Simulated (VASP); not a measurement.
A run of VASP 6.6.1:

The input INCAR:

```
ALGO = Normal
EDIFF = 1E-6
ENCUT = 520
GGA = PE
ISIF = 2
ISMEAR = 0
LASPH = T
LCHARG = T
LELF = T
LREAL = F
LVHAR = T
LWAVE = F
NBANDS = 22
NELM = 100
PREC = Accurate
SIGMA = 0.1
```

The input KPOINTS:

```
k-points
0
Gamma
  12 12 6
```

The input POSCAR:

```
Sb3O2
1.0
    3.8185710383      0.0000000000      0.0000000000
   -1.9092855191      3.3069795253      0.0000000000
    0.0000000000      0.0000000000      7.9125806330
Sb O
3 2
Direct
    0.0000000000      0.0000000000      0.0000000000
    0.3333333333      0.6666666667      0.6916471225
    0.6666666667      0.3333333333      0.3083528775
    0.3333333333      0.6666666667      0.3971329794
    0.6666666667      0.3333333333      0.6028670206
```

Potentials or basis: VASP PAW PBE potentials, release 64 (Sb, O).

Run with:

```bash
$ cat potpaw_PBE.64/Sb/POTCAR potpaw_PBE.64/O/POTCAR > POTCAR
$ mpirun -np 1 vasp_std > vasp.out
```

Hardware: 1 thread of Intel Xeon 8259CL, on a shared host.

Q: How long does it take, and how much memory?

A: Wall time 5.3 min on 1 thread of Intel Xeon 8259CL (shared host), peak memory 0.33 GiB. Counts: scf iterations 14, k points 100.
